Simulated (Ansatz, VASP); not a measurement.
Two plane-wave programs on P

```
P
1.0
     1.70521   -7.80215    0.00000
     1.70521    7.80215    0.00000
     0.00000    0.00000    4.83794
P
4
Direct
  0.06899 0.93101 0.90848
  0.56899 0.43101 0.59152
  0.93101 0.06899 0.09152
  0.43101 0.56899 0.40848
```

Alike in both runs: task single point; functional revPBE; k mesh 9 × 9 × 6; occupations fermi-dirac, width 0.05 eV; no spin polarisation.

|  | VASP | Ansatz |
| --- | --- | --- |
| version | VASP 6.6.1 | Ansatz 0.2.0 |
| potentials or method | VASP PAW PBE potentials, release 64 (P), cutoff 520 eV | plane waves (420 eV) with PAW, scalar-relativistic |
| valence electrons in the cell | 20 | 20 |

```csv
,VASP,Ansatz,Ansatz less VASP
pressure (GPa),-3.4,-3.1,+0.26
"traceless stress, the component that is largest in VASP (GPa)",-0.97,-0.97,+0.004
```

VASP's potentials were made for PBE, not for revPBE.
